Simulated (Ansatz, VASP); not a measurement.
## Mg5O in VASP and in Ansatz

```
CELL_PARAMETERS angstrom
0.00000 3.66446 3.66446
3.66446 0.00000 3.66446
3.66446 3.66446 0.00000
ATOMIC_POSITIONS crystal
Mg 0.37273 0.87576 0.87576
Mg 0.87576 0.37273 0.87576
Mg 0.87576 0.87576 0.37273
Mg 0.87576 0.87576 0.87576
Mg 0.50000 0.50000 0.50000
O 0.25000 0.25000 0.25000
```

Change from the starting cell: species swapped into the Be5Fe type (F-43m, No. 216).

Alike in both runs: task single point; functional PBE; k mesh 4 × 4 × 4; occupations gaussian, width 0.1 eV; no spin polarisation.

```csv
,VASP,Ansatz
version,VASP 6.6.1,Ansatz 0.2.0
potentials or method,"VASP PAW PBE potentials, release 64 (Mg, O), cutoff 600 eV","scalar-relativistic, plane waves, PAW"
valence electrons in the cell,16,56
```

|  | VASP | Ansatz | Ansatz less VASP |
| --- | --- | --- | --- |
| gap on the k mesh at the Fermi level (eV) | none | none | - |
| pressure (GPa) | 17.8 | 17.7 | -0.08 |
| rms of the force components (eV/Å) | 0.117 | 0.114 | -0.0028 |

Atom by atom the forces differ by 0.003 eV/Å (rms over components). A gap of «none» marks a metal or a gap that the smearing closes. VASP's potentials hold 16 valence electrons a cell and Ansatz's 56, so a difference there can come from the potentials and not from the codes.

The k mesh is coarse, so the values compare programs but aren't converged.
